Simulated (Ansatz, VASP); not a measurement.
# Two plane-wave programs on Au

The input INCAR:

```
PREC = Accurate
ENCUT = 520
EDIFF = 1E-7
ISMEAR = -1
SIGMA = 0.05
LREAL = False
LASPH = True
NELM = 100
ALGO = Normal
ISIF = 2
LWAVE = False
LCHARG = False
GGA = RE
NBANDS = 12
```

File KPOINTS:

```
Automatic mesh
0
Gamma
  11 11 11
```

Contents of POSCAR:

```
Au
1.0
   -1.6572690000      1.6572690000      1.6572690000
    1.6572690000     -1.6572690000      1.6572690000
    1.6572690000      1.6572690000     -1.6572690000
Au
1
Direct
    0.0000000000      0.0000000000      0.0000000000
```

Contents of input.yaml:

```yaml
crystal:
  lattice:
    - [-1.657269, 1.657269, 1.657269]
    - [1.657269, -1.657269, 1.657269]
    - [1.657269, 1.657269, -1.657269]
  atoms:
    - { symbol: Au, position: [0.0, 0.0, 0.0] }
hamiltonian:
  xc: revpbe
  pseudopotentials: { kind: paw }
kpoints:
  mp_grid: { grid: [11, 11, 11] }
  band_path:
    path:
      - [[0.0, 0.0, 0.0], [0.5, -0.5, 0.5], [0.0, 0.0, 0.5], [0.0, 0.0, 0.0], [0.25, 0.25, 0.25], [0.5, -0.5, 0.5]]
      - [[0.25, 0.25, 0.25], [0.0, 0.0, 0.5]]
    npoints: 14
scf:
  occupations: { method: fermi_dirac, width: 0.05 }
  n_extra_bands: 6
output:
  forces: true
  stress: true
  eigenvalues: true
  fatbands: false
  write_density: true
  write_potential: true
  elf: true
  volumetric_format: npy
```

Alike in both runs: functional revPBE; k mesh 11 × 11 × 11; occupations fermi-dirac, width 0.05 eV; no spin polarisation.

|  | VASP | Ansatz |
| --- | --- | --- |
| version | VASP 6.6.1 | Ansatz 0.2.0 |
| potentials or method | VASP PAW PBE potentials, release 64 (Au) | Ansatz PAW |
| plane-wave cutoff (eV) | 520 | 420 |
| valence electrons in the cell | 11 | 19 |
| task | single point | band structure |

```tsv
	VASP	Ansatz	Ansatz less VASP
gap on the k mesh at the Fermi level (eV)	none	none	-
pressure (GPa)	1.6	1.8	+0.21
```

VASP's potentials were made for PBE, not for revPBE. A gap of «none» marks a metal or a gap that the smearing closes. With one functional, cell and mesh, what is left measures potentials, basis and numerics. VASP's potentials hold 11 valence electrons a cell and Ansatz's 19, so a difference there can come from the potentials and not from the codes.

Spin-orbit coupling is off throughout.
